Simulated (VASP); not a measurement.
# CO2 (Fd-3m) in VASP: further runs

The runs below take CO2 through single point, with PBE.

Everything below comes from runs of VASP 6.6.1. Logs are shortened: lines on timing, memory, paths and dates and some standing lists are left out, and cuts for length are marked.

**1. The cell of the first run**

Symmetry: Fd-3m, No. 227, cubic system. Conventional cell: a = 6.627 Å, b = 6.627 Å, c = 6.627 Å, α = 90.00°, β = 90.00°, γ = 90.00°. Within 3.6 Å of C (site symmetry -43m) lie 12 O at 2.75 Å and 4 C at 2.87 Å. Within 3.1 Å of O (site symmetry -3m) lie 6 O at 2.34 Å and 6 C at 2.75 Å.

**2. Single point, PBE**

INCAR

```
SYSTEM = CO2
PREC     = Accurate       ! precision mode
ENCUT    = 520            ! plane-wave cutoff, eV
EDIFF    = 1E-6           ! SCF threshold, eV
ISMEAR   = 0              ! smearing method
SIGMA    = 0.1            ! smearing width, eV
LREAL    = .False.        ! projectors in reciprocal space
LASPH    = .True.         ! aspherical terms in the spheres
NELM     = 100            ! most SCF steps
ALGO     = Normal         ! electronic algorithm
ISIF     = 2              ! what is computed and relaxed
LWAVE    = .False.        ! write WAVECAR
LCHARG   = .False.        ! write CHGCAR
GGA      = PE             ! functional
NBANDS   = 25             ! bands
```

KPOINTS

```
regular mesh
0
Gamma
  6 6 6
  0 0 0
```

POSCAR

```
CO2
1.0
    0.0000000000      3.3135542737      3.3135542737
    3.3135542737      0.0000000000      3.3135542737
    3.3135542737      3.3135542737      0.0000000000
C O
2 4
Direct
    0.0000000000      0.0000000000      0.0000000000
    0.2500000000      0.2500000000      0.2500000000
    0.6250000000      0.6250000000      0.6250000000
    0.1250000000      0.6250000000      0.6250000000
    0.6250000000      0.6250000000      0.1250000000
    0.6250000000      0.1250000000      0.6250000000
```

Potentials or basis: VASP PAW PBE potentials, release 64 (C, O).

The run is started by

```console
cat potpaw_PBE.64/C/POTCAR potpaw_PBE.64/O/POTCAR > POTCAR
mpirun -np 1 vasp_std > vasp.out
```

OUTCAR:

```text
SYSTEM = CO2
   PREC = Accurate
   ENCUT = 520
   EDIFF = 1E-6
   ISMEAR = 0
   LREAL = .False.
   LASPH = .True.
   NELM = 100
   ISIF = 2
   GGA = PE

 ion  position               nearest neighbor table
   1  0.000  0.000  0.000-
   2  0.250  0.250  0.250-
   3  0.625  0.625  0.625-
   4  0.125  0.625  0.625-
   5  0.625  0.625  0.125-
   6  0.625  0.125  0.625-

  LATTYP: Found a face centered cubic cell.
 ALAT       =     6.6271085474

  Lattice vectors:

 A1 = (   0.0000000000,   3.3135542737,   3.3135542737)
 A2 = (   3.3135542737,   0.0000000000,   3.3135542737)
 A3 = (   3.3135542737,   3.3135542737,   0.0000000000)

Analysis of symmetry for initial positions (statically):
=====================================================================
 Subroutine PRICEL returns:
 Original cell was already a primitive cell.

 Routine SETGRP: Setting up the symmetry group for a
 face centered cubic supercell.

 Subroutine GETGRP returns: Found 48 space group operations
 (whereof 24 operations were pure point group operations)
 out of a pool of 48 trial point group operations.

The static configuration has the point symmetry T_d .
 The point group associated with its full space group is O_h .

Analysis of symmetry for dynamics (positions and initial velocities):
=====================================================================
 Subroutine PRICEL returns:
 Original cell was already a primitive cell.

 Routine SETGRP: Setting up the symmetry group for a
 face centered cubic supercell.

 Subroutine GETGRP returns: Found 48 space group operations
 (whereof 24 operations were pure point group operations)
 out of a pool of 48 trial point group operations.

The dynamic configuration has the point symmetry T_d .
 The point group associated with its full space group is O_h .

 Subroutine INISYM returns: Found 48 space group operations
 (whereof 24 operations are pure point group operations),
 and found     1 'primitive' translations

----------------------------------------------------------------------------------------

                                     Primitive cell

  volume of cell :      72.7633

  direct lattice vectors                    reciprocal lattice vectors
     0.000000000  3.313554274  3.313554274    -0.150895371  0.150895371  0.150895371
     3.313554274  0.000000000  3.313554274     0.150895371 -0.150895371  0.150895371
     3.313554274  3.313554274  0.000000000     0.150895371  0.150895371 -0.150895371

  length of vectors
     4.686073394  4.686073394  4.686073394     0.261358448  0.261358448  0.261358448

  position of ions in fractional coordinates (direct lattice)
     0.000000000  0.000000000  0.000000000
     0.250000000  0.250000000  0.250000000
     0.625000000  0.625000000  0.625000000
     0.125000000  0.625000000  0.625000000
     0.625000000  0.625000000  0.125000000
     0.625000000  0.125000000  0.625000000

  ion indices of the primitive-cell ions
   primitive index   ion index
                 1           1
                 2           2
                 3           3
                 4           4
                 5           5
                 6           6

----------------------------------------------------------------------------------------

 KPOINTS: regular mesh

Automatic generation of k-mesh.
 Grid dimensions read from file:
 generate k-points for:    6    6    6

 Generating k-lattice:

  Cartesian coordinates                     Fractional coordinates (reciprocal lattice)
    -0.025149228  0.025149228  0.025149228     0.166666667  0.000000000  0.000000000
     0.025149228 -0.025149228  0.025149228     0.000000000  0.166666667  0.000000000
     0.025149228  0.025149228 -0.025149228     0.000000000  0.000000000  0.166666667

  Length of vectors
     0.043559741  0.043559741  0.043559741

  Shift w.r.t. Gamma in fractional coordinates (k-lattice)
     0.000000000  0.000000000  0.000000000

 Subroutine IBZKPT returns following result:
 ===========================================

 Found     16 irreducible k-points:

 Following reciprocal coordinates:
            Coordinates               Weight
  0.000000  0.000000  0.000000      1.000000
  0.166667  0.000000  0.000000      8.000000
  0.333333  0.000000  0.000000      8.000000
  0.500000  0.000000  0.000000      4.000000
  0.166667  0.166667  0.000000      6.000000
  0.333333  0.166667  0.000000     24.000000
[... 8 lines left out ...]
 -0.333333  0.333333  0.166667     24.000000
 -0.333333  0.500000  0.166667     12.000000
   k-points           NKPTS =     16   k-points in BZ     NKDIM =     16   number of bands    NBANDS=     25
   number of dos      NEDOS =    301   number of ions     NIONS =      6
   total plane-waves  NPLWV =  46656
   dimension x,y,z NGX =    36 NGY =   36 NGZ =   36
   dimension x,y,z NGXF=    72 NGYF=   72 NGZF=   72
   ions per type =               2   4
   NGX,Y,Z   is equivalent  to a cutoff of  12.77, 12.77, 12.77 a.u.
   NGXF,Y,Z  is equivalent  to a cutoff of  25.54, 25.54, 25.54 a.u.
 SYSTEM =  CO2
   PREC   = accura    normal or accurate (medium, high low for compatibility)
   ISTART =      0    job   : 0-new  1-cont  2-samecut
   ICHARG =      2    charge: 1-file 2-atom 10-const
   ISPIN  =      1    spin polarized calculation?
   LNONCOLLINEAR =      F non collinear calculations
   LSORBIT =      F    spin-orbit coupling
   LASPH  =      T    aspherical Exc in radial PAW
   ENCUT  =  520.0 eV  38.22 Ry    6.18 a.u.   8.71  8.71  8.71*2*pi/ulx,y,z
   NELM   =    100;   NELMIN=  2; NELMDL= -5     # of ELM steps
   EDIFF  = 0.1E-05   stopping-criterion for ELM
   LREAL  =      F    real-space projection
   EDIFFG = 0.1E-04   stopping-criterion for IOM
   NSW    =      0    number of steps for IOM
   IBRION =     -1    ionic relax: 0-MD 1-quasi-New 2-CG
   NFREE  =      0    steps in history (QN), initial steepest desc. (CG)
   ISIF   =      2    stress and relaxation
   ISYM   =      2    0-nonsym 1-usesym 2-fastsym
   POTIM  = 0.5000    time-step for ionic-motion
   TEBEG  =    0.0;   TEEND  =   0.0 temperature during run
   PSTRESS=    0.0 pullay stress
   NELECT =      32.0000    total number of electrons
   NUPDOWN=      -1.0000    fix difference up-down
   EMIN   =  10.00;   EMAX   =-10.00  energy-range for DOS
   EFERMI =   0.00;   METHOD = LEGACY
   ISMEAR =     0;   SIGMA  =   0.10  broadening in eV -4-tet -1-fermi 0-gaus
   EFERMI_NEDOS =   21; number of points for ismear=-14 and -15
   IALGO  =     38    algorithm
   IMIX   =      4    mixing-type and parameters
     AMIX     =   0.40;   BMIX     =  1.00
     AMIX_MAG =   1.60;   BMIX_MAG =  1.00
  volume/ion in A,a.u.               =      12.13        81.84
  Fermi-wavevector in a.u.,A,eV,Ry     =   1.244956  2.352626 21.087886  1.549916
  Thomas-Fermi vector in A             =   2.379200
   LORBIT       =      0    0 simple, 1 ext, 2 COOP (PROOUT), +10 PAW based schemes
   GGA     = PE    functional components
   LHFCALC =     F    Hartree Fock is set to
   AEXX    =    0.0000 exact exchange contribution
   IVDW    =     0    specifies the selected vdW correction
   LEPSILON=     F    determine dielectric tensor
   LRPA    =     F    only Hartree local field effects (RPA)
 non-spin polarized calculation
 Gauss-broadening in eV      SIGMA  =   0.10
  energy-cutoff  :      520.00
  volume of cell :       72.76
 maximum number of plane-waves:      1980
   NGX = 17   NGY = 17   NGZ = 17

 number of electron      31.9999991 magnetization

 Free energy of the ion-electron system (eV)
  ---------------------------------------------------
  ext. energy  EPLUGINS =         0.00000000
  ---------------------------------------------------
  free energy    TOTEN  =       -16.39469226 eV

  energy without entropy =      -16.33774219  energy(sigma->0) =      -16.36621723

 E-fermi :   0.0081     XC(G=0): -10.0119

 val. band max:       -0.0035709487   @ k =  -0.3333   0.3333   0.1667
 cond. band min:       0.0214957288   @ k =   0.1667   0.0000   0.0000
 fundamental gap:      0.0250666775
 Fermi energy:         0.0081370446

 k-point     1 :       0.0000    0.0000    0.0000
  band No.  band energies     occupation
      1     -18.4673      2.00000
      2     -15.9054      2.00000
      3     -15.9054      2.00000
      4     -15.9054      2.00000
      5      -9.3104      2.00000
      6      -7.5487      2.00000
[... 17 lines left out ...]
     24       2.0308      0.00000
     25      13.9319      0.00000

 k-point     2 :       0.1667    0.0000    0.0000
  band No.  band energies     occupation
      1     -18.3575      2.00000
      2     -16.0770      2.00000
      3     -15.9124      2.00000
      4     -15.9124      2.00000
      5      -9.3435      2.00000
      6      -7.6610      2.00000
[... 17 lines left out ...]
     24       1.9659      0.00000
     25      14.2805      0.00000

 k-point     3 :       0.3333    0.0000    0.0000
  band No.  band energies     occupation
      1     -18.0761      2.00000
      2     -16.4781      2.00000
      3     -15.9256      2.00000
      4     -15.9256      2.00000
      5      -9.3724      2.00000
      6      -7.9409      2.00000
[... 17 lines left out ...]
     24       1.8000      0.00000
     25      15.0967      0.00000

 k-point     4 :       0.5000    0.0000    0.0000
  band No.  band energies     occupation
      1     -17.8689      2.00000
      2     -16.7434      2.00000
      3     -15.9324      2.00000
      4     -15.9324      2.00000
      5      -9.3658      2.00000
      6      -8.1046      2.00000
[... 17 lines left out ...]
     24       1.6736      0.00000
     25      15.3339      0.00000
[... 253 lines left out ...]
 k-point    14 :       0.5000    0.3333    0.1667
  band No.  band energies     occupation
      1     -17.8161      2.00000
      2     -16.7542      2.00000
      3     -15.9784      2.00000
      4     -15.9497      2.00000
      5      -9.2756      2.00000
      6      -8.3628      2.00000
[... 17 lines left out ...]
     24       1.6855      0.00000
     25      14.9498      0.00000

 k-point    15 :      -0.3333    0.3333    0.1667
  band No.  band energies     occupation
      1     -17.5898      2.00000
      2     -17.0027      2.00000
      3     -15.9932      2.00000
      4     -15.9604      2.00000
      5      -9.1725      2.00000
      6      -8.5976      2.00000
[... 17 lines left out ...]
     24       1.5939      0.00000
     25      15.3556      0.00000

 k-point    16 :      -0.3333    0.5000    0.1667
  band No.  band energies     occupation
      1     -17.2991      2.00000
      2     -17.2991      2.00000
      3     -15.9835      2.00000
      4     -15.9835      2.00000
      5      -8.9349      2.00000
      6      -8.9349      2.00000
[... 17 lines left out ...]
     24       1.5158      0.00000
     25      15.2767      0.00000

------------------------ aborting loop because EDIFF is reached ----------------------------------------

  FORCE on cell =-STRESS in cart. coord.  units (eV):
  Direction    XX          YY          ZZ          XY          YZ          ZX
  --------------------------------------------------------------------------------------
  -------------------------------------------------------------------------------------
  Total       -9.4563689     -9.4563689     -9.4563689      0.0000000      0.0000000      0.0000000
  in kB     -208.2201364   -208.2201364   -208.2201364      0.0000000      0.0000000      0.0000000
  external PRESSURE =    -208.2201364 kB  Pullay stress =       0.0000000 kB

 VOLUME and BASIS-vectors are now :
 -----------------------------------------------------------------------------
  energy-cutoff  :      520.00
  volume of cell :       72.76
      direct lattice vectors                 reciprocal lattice vectors
     0.000000000  3.313554274  3.313554274    -0.150895371  0.150895371  0.150895371
     3.313554274  0.000000000  3.313554274     0.150895371 -0.150895371  0.150895371
     3.313554274  3.313554274  0.000000000     0.150895371  0.150895371 -0.150895371

 POSITION                                       TOTAL-FORCE (eV/Angst)
 -----------------------------------------------------------------------------------
      0.00000      0.00000      0.00000        -0.000000     -0.000000     -0.000000
      1.65678      1.65678      1.65678         0.000000      0.000000      0.000000
      4.14194      4.14194      4.14194         0.000000     -0.000000     -0.000000
      4.14194      2.48517      2.48517         0.000000     -0.000000     -0.000000
      2.48517      2.48517      4.14194         0.000000     -0.000000     -0.000000
      2.48517      4.14194      2.48517         0.000000     -0.000000     -0.000000
 -----------------------------------------------------------------------------------
    total drift:                                0.000000      0.000000      0.000000

  FREE ENERGIE OF THE ION-ELECTRON SYSTEM (eV)
  ---------------------------------------------------
  free  energy   TOTEN  =       -16.3946922641 eV

  energy  without entropy=      -16.3377421916  energy(sigma->0) =      -16.36621723
```

Run time: 30 s. Hardware: 1 thread of Intel Xeon Platinum 8375C at 2.90GHz (Ice Lake), shared host; peak memory 0.19 GiB.

Results:

```yaml
Free_energy: -16.3947 eV
Pressure: -20.8 GPa
Band_gap_on_the_k_mesh: zero (band 16 reaches 0.24 eV, above the bottom of band 17 at -0.00 eV)
```

Levels at points of the mesh, in eV from the Fermi level:
| k point | band 13 | band 14 | band 15 | band 16 | band 17 | band 18 | band 19 | band 20 |
| --- | --- | --- | --- | --- | --- | --- | --- | --- |
| (0.00, 0.00, 0.00) | -0.74 | -0.74 | -0.74 | 0.23 | 0.23 | 0.23 | 0.57 | 0.57 |
| (0.50, 0.00, 0.00) | -1.48 | -1.39 | -1.39 | -0.47 | 0.24 | 0.36 | 0.36 | 0.86 |
| (0.50, 0.50, 0.00) | -1.26 | -1.26 | -1.21 | -1.21 | 0.63 | 0.63 | 0.68 | 0.68 |

(Part 1 of 2 ends here.)
